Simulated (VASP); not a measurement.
**NaCl: single point with r2SCAN**

NaCl:

```
Na Cl
1.0
    -0.03223    2.79850    2.79850
     2.79850   -0.03223    2.79850
     2.79850    2.79850   -0.03223
Na Cl
1 1
Cartesian
  0.0000 0.0000 0.0000
  2.7824 2.7824 2.7824
```

This cell differs from its parent crystal: epitaxial 111 strain +1.0%.

```json
{
  "Program": "VASP 6.6.1",
  "Task": "single point",
  "Functional": "r2SCAN",
  "Potentials or basis": "VASP PAW PBE potentials, release 64 (Na_pv, Cl)",
  "Cutoff": "520 eV",
  "k mesh": "8 × 8 × 8",
  "Occupations": "gaussian, width 0.01 eV",
  "Spin": "no spin polarisation"
}
```

```json
{
 "Pressure": "-0.5 GPa",
 "Band gap on the k mesh": "5.90 eV, direct"
}
```

Stress tensor (GPa, compression positive):
```
-0.51  0.18  0.18
 0.18 -0.51  0.18
 0.18  0.18 -0.51
```

Levels at points of the mesh, in eV from the valence-band top:
```tsv
k point	band 5	band 6	band 7	band 8	band 9	band 10
(0.00, 0.00, 0.00)	-0.06	-0.06	0.00	5.90	11.64	11.64
(0.50, 0.00, 0.00)	-1.99	-0.33	-0.29	7.93	11.57	11.70
(0.50, 0.50, 0.00)	-1.74	-0.69	-0.62	8.40	8.59	12.20
(0.50, 0.50, 0.50)	-1.97	-0.36	-0.36	7.87	11.64	11.64
```

Run time: 66 s on 1 thread of Intel(R) Xeon(R) 6975P-C (Granite Rapids), on a shared host, peak memory 0.18 GiB.

Caveat: the cell differs from its parent crystal (epitaxial 111 strain +1.0%); the PAW data sets were made with another functional, which shifts forces and pressure a little. A k mesh can miss the band edges.
